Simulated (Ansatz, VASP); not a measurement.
# One calculation of Pb, two programs

INCAR

```
PREC = Accurate
ENCUT = 520
EDIFF = 1E-6
ISMEAR = -1
SIGMA = 0.05
LREAL = False
LASPH = True
NELM = 80
ALGO = Normal
ISIF = 2
LWAVE = False
LCHARG = True
GGA = PS
LELF = True
LVHAR = True
NBANDS = 21
```

Contents of KPOINTS:

```
regular mesh
0
Gamma
  12 12 7
```

Contents of POSCAR:

```
Pb
1.0
    3.5482533262      0.0000000000      0.0000000000
   -1.7741266631      3.0728775195      0.0000000000
    0.0000000000      0.0000000000      5.6996356773
Pb
2
Direct
    0.3333333333      0.6666666667      0.2500000000
    0.6666666667      0.3333333333      0.7500000000
```

Input for Ansatz:

```yaml
crystal:
  lattice:
    - [3.5482533262, 0.0, 0.0]
    - [-1.7741266631, 3.0728775195, 0.0]
    - [0.0, 0.0, 5.6996356773]
  atoms:
    - { symbol: Pb, position: [0.3333333333, 0.6666666667, 0.25] }
    - { symbol: Pb, position: [0.6666666667, 0.3333333333, 0.75] }
kpoints:
  mp_grid: { grid: [12, 12, 7] }
  band_path:
    path:
      - [0.0, 0.0, 0.0]
      - [0.5, 0.0, 0.0]
      - [0.3333333333, 0.3333333333, 0.0]
      - [0.0, 0.0, 0.0]
      - [0.0, 0.0, 0.5]
      - [0.5, 0.0, 0.5]
      - [0.3333333333, 0.3333333333, 0.5]
      - [0.0, 0.0, 0.5]
      - [0.5, 0.0, 0.5]
    npoints: 5
scf:
  occupations: { method: fermi_dirac, width: 0.05 }
hamiltonian:
  xc: pbesol
  pseudopotentials: { kind: all_electron, lapw: { basis_error: 0.0005 } }
output:
  forces: true
  stress: true
  eigenvalues: true
```

Change from the starting cell: volume scaled by 1.06.

Alike in both runs: task single point; functional PBEsol; k mesh 12 × 12 × 7; occupations fermi-dirac, width 0.05 eV; no spin polarisation.

|  | VASP | Ansatz |
| --- | --- | --- |
| version | VASP 6.6.1 | Ansatz 0.2.0 |
| potentials or method | VASP PAW PBE potentials, release 64 (Pb_d), cutoff 520 eV | all-electron LAPW, scalar-relativistic |

Ansatz gave:

```
pressure (GPa)                                                : -1.7
traceless stress, the component that is largest in VASP (GPa) : 0.53
```

Question: Which values does VASP return?

Answer: Pressure (GPa): -1.7; traceless stress, the component that is largest in VASP (GPa): 0.55.

VASP's potentials were made for PBE, not for PBEsol. Ansatz ran all-electron here, and VASP with PAW potentials.

Spin-orbit coupling is off throughout.
